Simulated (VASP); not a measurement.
# Y (I4/mmm) in VASP: single point with PBE

Aim: the single point of Y with PBE.

Everything below comes from runs of VASP 6.6.1. Logs are shortened: lines on timing, memory, paths and dates and some standing lists are left out, and cuts for length are marked.

### Step 1. The cell of the first run

The structure is tetragonal, space group I4/mmm (No. 139). Conventional cell: a = 3.581 Å, b = 3.581 Å, c = 5.448 Å, α = 90.00°, β = 90.00°, γ = 90.00°. Within 4.7 Å of Y (site symmetry 4/mmm) lie 12 Y at 3.58 to 3.72 Å.

### Step 2. Single point, PBE

INCAR reads:

```
PREC     = Accurate       # precision mode
ENCUT    = 500            # plane-wave cutoff, eV
EDIFF    = 1E-6           # SCF threshold, eV
ISMEAR   = 0              # smearing method
SIGMA    = 0.1            # smearing width, eV
LREAL    = False          # projectors in reciprocal space
LASPH    = True           # aspherical terms in the spheres
NELM     = 120            # most SCF steps
ALGO     = Normal         # electronic algorithm
ISIF     = 2              # what is computed and relaxed
LWAVE    = False          # write WAVECAR
LCHARG   = False          # write CHGCAR
GGA      = PE             # functional
NBANDS   = 12             # bands
GGA_COMPAT= False
```

KPOINTS reads:

```
regular mesh
0
Gamma
  8 8 8
```

POSCAR reads:

```
Y
1.0
   -1.7904574785      1.7904574785      2.7239198591
    1.7904574785     -1.7904574785      2.7239198591
    1.7904574785      1.7904574785     -2.7239198591
Y
1
Direct
    0.0000000000      0.0000000000      0.0000000000
```

Potentials or basis: VASP PAW PBE potentials, release 64 (Y_sv).

Launch:

```bash
> cat potpaw_PBE.64/Y_sv/POTCAR > POTCAR
> mpirun -np 1 vasp_std > vasp.out
```

OUTCAR:

```text
PREC = Accurate
   ENCUT = 500
   EDIFF = 1E-6
   ISMEAR = 0
   LREAL = False
   LASPH = True
   NELM = 120
   ISIF = 2
   GGA = PE

 ion  position               nearest neighbor table
   1  0.000  0.000  0.000-

  LATTYP: Found a body centered tetragonal cell.
 ALAT       =     3.5809149570
 C/A-ratio  =     1.5213541186

  Lattice vectors:

 A1 = (  -1.7904574785,   1.7904574785,   2.7239198591)
 A2 = (   1.7904574785,  -1.7904574785,   2.7239198591)
 A3 = (   1.7904574785,   1.7904574785,  -2.7239198591)

Analysis of symmetry for initial positions (statically):
=====================================================================
 Subroutine PRICEL returns:
 Original cell was already a primitive cell.

 Routine SETGRP: Setting up the symmetry group for a
 body centered tetragonal supercell.

 Subroutine GETGRP returns: Found 16 space group operations
 (whereof 16 operations were pure point group operations)
 out of a pool of 16 trial point group operations.

The static configuration has the point symmetry D_4h.

Analysis of symmetry for dynamics (positions and initial velocities):
=====================================================================
 Subroutine PRICEL returns:
 Original cell was already a primitive cell.

 Routine SETGRP: Setting up the symmetry group for a
 body centered tetragonal supercell.

 Subroutine GETGRP returns: Found 16 space group operations
 (whereof 16 operations were pure point group operations)
 out of a pool of 16 trial point group operations.

The dynamic configuration has the point symmetry D_4h.

 Subroutine INISYM returns: Found 16 space group operations
 (whereof 16 operations are pure point group operations),
 and found     1 'primitive' translations

----------------------------------------------------------------------------------------

                                     Primitive cell

  volume of cell :      34.9287

  direct lattice vectors                    reciprocal lattice vectors
    -1.790457479  1.790457479  2.723919859     0.000000000  0.279258238  0.183558998
     1.790457479 -1.790457479  2.723919859     0.279258238  0.000000000  0.183558998
     1.790457479  1.790457479 -2.723919859     0.279258238  0.279258238  0.000000000

  length of vectors
     3.719034198  3.719034198  3.719034198     0.334184184  0.334184184  0.394930787

  position of ions in fractional coordinates (direct lattice)
     0.000000000  0.000000000  0.000000000

  ion indices of the primitive-cell ions
   primitive index   ion index
                 1           1

----------------------------------------------------------------------------------------

 KPOINTS: regular mesh

Automatic generation of k-mesh.
 Grid dimensions read from file:
 generate k-points for:    8    8    8

 Generating k-lattice:

  Cartesian coordinates                     Fractional coordinates (reciprocal lattice)
     0.000000000  0.034907280  0.022944875     0.125000000  0.000000000  0.000000000
     0.034907280  0.000000000  0.022944875     0.000000000  0.125000000  0.000000000
     0.034907280  0.034907280  0.000000000     0.000000000  0.000000000  0.125000000

  Length of vectors
     0.041773023  0.041773023  0.049366348

  Shift w.r.t. Gamma in fractional coordinates (k-lattice)
     0.000000000  0.000000000  0.000000000

 Subroutine IBZKPT returns following result:
 ===========================================

 Found     59 irreducible k-points:

 Following reciprocal coordinates:
            Coordinates               Weight
  0.000000  0.000000  0.000000      1.000000
  0.125000  0.000000  0.000000      8.000000
  0.250000  0.000000  0.000000      8.000000
  0.375000  0.000000 -0.000000      8.000000
  0.500000  0.000000  0.000000      4.000000
  0.125000  0.125000  0.000000      8.000000
[... 16 lines left out ...]
  0.250000  0.125000  0.125000     16.000000
  0.375000  0.125000  0.125000      8.000000
 [... further k-points ...]
   k-points           NKPTS =     59   k-points in BZ     NKDIM =     59   number of bands    NBANDS=     12
   number of dos      NEDOS =    301   number of ions     NIONS =      1
   total plane-waves  NPLWV =  21952
   dimension x,y,z NGX =    28 NGY =   28 NGZ =   28
   dimension x,y,z NGXF=    56 NGYF=   56 NGZF=   56
   ions per type =               1
   NGX,Y,Z   is equivalent  to a cutoff of  12.52, 12.52, 12.52 a.u.
   NGXF,Y,Z  is equivalent  to a cutoff of  25.03, 25.03, 25.03 a.u.
 SYSTEM =  unknown system
   PREC   = accura    normal or accurate (medium, high low for compatibility)
   ISTART =      0    job   : 0-new  1-cont  2-samecut
   ICHARG =      2    charge: 1-file 2-atom 10-const
   ISPIN  =      1    spin polarized calculation?
   LNONCOLLINEAR =      F non collinear calculations
   LSORBIT =      F    spin-orbit coupling
   LASPH  =      T    aspherical Exc in radial PAW
   ENCUT  =  500.0 eV  36.75 Ry    6.06 a.u.   6.78  6.78  6.78*2*pi/ulx,y,z
   NELM   =    120;   NELMIN=  2; NELMDL= -5     # of ELM steps
   EDIFF  = 0.1E-05   stopping-criterion for ELM
   LREAL  =      F    real-space projection
   EDIFFG = 0.1E-04   stopping-criterion for IOM
   NSW    =      0    number of steps for IOM
   IBRION =     -1    ionic relax: 0-MD 1-quasi-New 2-CG
   NFREE  =      0    steps in history (QN), initial steepest desc. (CG)
   ISIF   =      2    stress and relaxation
   ISYM   =      2    0-nonsym 1-usesym 2-fastsym
   POTIM  = 0.5000    time-step for ionic-motion
   TEBEG  =    0.0;   TEEND  =   0.0 temperature during run
   PSTRESS=    0.0 pullay stress
   NELECT =      11.0000    total number of electrons
   NUPDOWN=      -1.0000    fix difference up-down
   EMIN   =  10.00;   EMAX   =-10.00  energy-range for DOS
   EFERMI =   0.00;   METHOD = LEGACY
   ISMEAR =     0;   SIGMA  =   0.10  broadening in eV -4-tet -1-fermi 0-gaus
   EFERMI_NEDOS =   21; number of points for ismear=-14 and -15
   IALGO  =     38    algorithm
   IMIX   =      4    mixing-type and parameters
     AMIX     =   0.40;   BMIX     =  1.00
     AMIX_MAG =   1.60;   BMIX_MAG =  1.00
  volume/ion in A,a.u.               =      34.93       235.71
  Fermi-wavevector in a.u.,A,eV,Ry     =   1.113811  2.104798 16.879055  1.240576
  Thomas-Fermi vector in A             =   2.250400
   LORBIT       =      0    0 simple, 1 ext, 2 COOP (PROOUT), +10 PAW based schemes
   GGA     = PE    functional components
   LHFCALC =     F    Hartree Fock is set to
   AEXX    =    0.0000 exact exchange contribution
   IVDW    =     0    specifies the selected vdW correction
   LEPSILON=     F    determine dielectric tensor
   LRPA    =     F    only Hartree local field effects (RPA)
 non-spin polarized calculation
 Gauss-broadening in eV      SIGMA  =   0.10
  energy-cutoff  :      500.00
  volume of cell :       34.93
 maximum number of plane-waves:       906
   NGX = 13   NGY = 13   NGZ = 13

 number of electron      11.0000000 magnetization

 Free energy of the ion-electron system (eV)
  ---------------------------------------------------
  ext. energy  EPLUGINS =         0.00000000
  ---------------------------------------------------
  free energy    TOTEN  =        -6.37705841 eV

  energy without entropy =       -6.36855431  energy(sigma->0) =       -6.37280636

 E-fermi :   2.7400     XC(G=0):  -9.1905

 val. band max:        2.7154109804   @ k =  -0.2500   0.3750   0.1250
 cond. band min:       2.7470783289   @ k =   0.5000   0.5000   0.2500
 fundamental gap:      0.0316673486
 Fermi energy:         2.7399602742

 k-point     1 :       0.0000    0.0000    0.0000
  band No.  band energies     occupation
      1     -40.1076      2.00000
      2     -19.8510      2.00000
      3     -19.8461      2.00000
      4     -19.8461      2.00000
      5      -1.8772      2.00000
      6       4.1101      0.00000
      7       4.6812      0.00000
      8       4.6812      0.00000
      9       5.8592      0.00000
     10       6.6803      0.00000
     11      11.5833      0.00000
     12      13.8165      0.00000

 k-point     2 :       0.1250    0.0000    0.0000
  band No.  band energies     occupation
      1     -40.1006      2.00000
      2     -19.9159      2.00000
      3     -19.8616      2.00000
      4     -19.8515      2.00000
      5      -1.5218      2.00000
      6       4.0262      0.00000
      7       4.5190      0.00000
      8       4.8411      0.00000
      9       5.7908      0.00000
     10       6.4754      0.00000
     11      12.3083      0.00000
     12      13.3077      0.00000

 k-point     3 :       0.2500    0.0000    0.0000
  band No.  band energies     occupation
      1     -40.0837      2.00000
      2     -20.0774      2.00000
      3     -19.8899      2.00000
      4     -19.8646      2.00000
      5      -0.5868      2.00000
      6       3.4659      0.00000
      7       4.4145      0.00000
      8       4.9984      0.00000
      9       6.1512      0.00000
     10       6.4120      0.00000
     11      11.5905      0.00000
     12      13.5164      0.00000

 k-point     4 :       0.3750    0.0000   -0.0000
  band No.  band energies     occupation
      1     -40.0666      2.00000
      2     -20.2337      2.00000
      3     -19.9180      2.00000
      4     -19.8775      2.00000
      5       0.4569      2.00000
      6       3.1400      0.00000
      7       4.1549      0.00000
      8       4.7729      0.00000
      9       7.0365      0.00000
     10       7.1331      0.00000
     11      10.4314      0.00000
     12      12.0395      0.00000

 k-point     5 :       0.5000    0.0000    0.0000
  band No.  band energies     occupation
      1     -40.0595      2.00000
      2     -20.2971      2.00000
      3     -19.9296      2.00000
      4     -19.8829      2.00000
      5       0.8765      2.00000
      6       3.2064      0.00000
      7       4.0238      0.00000
      8       4.6367      0.00000
      9       7.4656      0.00000
     10       7.7469      0.00000
     11       9.8710      0.00000
     12      11.2010      0.00000
[... 228 lines left out ...]
      1     -40.0384      2.00000
      2     -20.2737      2.00000
      3     -20.0650      2.00000
      4     -19.9880      2.00000
      5       1.2083      2.00000
      6       1.9939      2.00000
      7       4.8514      0.00000
      8       7.5229      0.00000
      9       7.6702      0.00000
     10       8.2839      0.00000
     11       9.6641      0.00000
     12      10.0789      0.00000

 k-point    22 :       0.1250    0.1250    0.1250
  band No.  band energies     occupation
      1     -40.0691      2.00000
      2     -20.1062      2.00000
      3     -19.9817      2.00000
      4     -19.9082      2.00000
      5       0.2158      2.00000
      6       3.1144      0.00000
      7       4.2106      0.00000
      8       5.3060      0.00000
      9       5.4694      0.00000
     10       7.2604      0.00000
     11      12.3375      0.00000
     12      14.1126      0.00000

 k-point    23 :       0.2500    0.1250    0.1250
  band No.  band energies     occupation
      1     -40.0549      2.00000
      2     -20.1987      2.00000
      3     -20.0226      2.00000
      4     -19.9359      2.00000
      5       1.2297      2.00000
      6       2.8314      0.19592
      7       3.6543      0.00000
      8       5.0692      0.00000
      9       6.5978      0.00000
     10       7.9675      0.00000
     11      10.6068      0.00000
     12      13.0706      0.00000

 k-point    24 :       0.3750    0.1250    0.1250
  band No.  band energies     occupation
      1     -40.0490      2.00000
      2     -20.2420      2.00000
      3     -20.0289      2.00000
      4     -19.9522      2.00000
      5       1.7808      2.00000
      6       2.5104      1.99883
      7       3.7402      0.00000
      8       4.9396      0.00000
      9       7.2148      0.00000
     10       8.3283      0.00000
     11       9.4594      0.00000
     12      13.4191      0.00000

 [... further k-points ...]

------------------------ aborting loop because EDIFF is reached ----------------------------------------

  FORCE on cell =-STRESS in cart. coord.  units (eV):
  Direction    XX          YY          ZZ          XY          YZ          ZX
  --------------------------------------------------------------------------------------
  -------------------------------------------------------------------------------------
  Total       -0.4253833     -0.4253833     -0.9427637      0.0000000      0.0000000      0.0000000
  in kB      -19.5123105    -19.5123105    -43.2445222      0.0000000      0.0000000      0.0000000
  external PRESSURE =     -27.4230478 kB  Pullay stress =       0.0000000 kB

 VOLUME and BASIS-vectors are now :
 -----------------------------------------------------------------------------
  energy-cutoff  :      500.00
  volume of cell :       34.93
      direct lattice vectors                 reciprocal lattice vectors
    -1.790457479  1.790457479  2.723919859     0.000000000  0.279258238  0.183558998
     1.790457479 -1.790457479  2.723919859     0.279258238  0.000000000  0.183558998
     1.790457479  1.790457479 -2.723919859     0.279258238  0.279258238  0.000000000

 POSITION                                       TOTAL-FORCE (eV/Angst)
 -----------------------------------------------------------------------------------
      0.00000      0.00000      0.00000         0.000000      0.000000     -0.000000
 -----------------------------------------------------------------------------------
    total drift:                               -0.000000     -0.000000     -0.000000

  FREE ENERGIE OF THE ION-ELECTRON SYSTEM (eV)
  ---------------------------------------------------
  free  energy   TOTEN  =        -6.3770584090 eV

  energy  without entropy=       -6.3685543113  energy(sigma->0) =       -6.37280636
```

Wall time 26 s (1 thread of Intel Xeon 8259CL, shared host); peak memory 0.18 GiB.

Results:

- Free energy: -6.3771 eV
- Pressure: -2.7 GPa
- Band gap on the k mesh: zero (an odd number of electrons rules out a gap without spin polarisation)

Levels at points of the mesh, in eV from the Fermi level:
| k point | band 3 | band 4 | band 5 | band 6 | band 7 | band 8 |
| --- | --- | --- | --- | --- | --- | --- |
| (0.00, 0.00, 0.00) | -22.59 | -22.59 | -4.62 | 1.37 | 1.94 | 1.94 |
| (0.50, 0.00, 0.00) | -22.67 | -22.62 | -1.86 | 0.47 | 1.28 | 1.90 |
| (0.50, 0.50, 0.00) | -22.80 | -22.73 | -1.53 | -0.75 | 2.11 | 4.78 |
| (0.50, 0.50, 0.50) | -22.71 | -22.71 | -1.66 | -0.63 | 1.29 | 4.94 |

The gap in the log of VASP goes by the Fermi energy; the results here count the filled bands.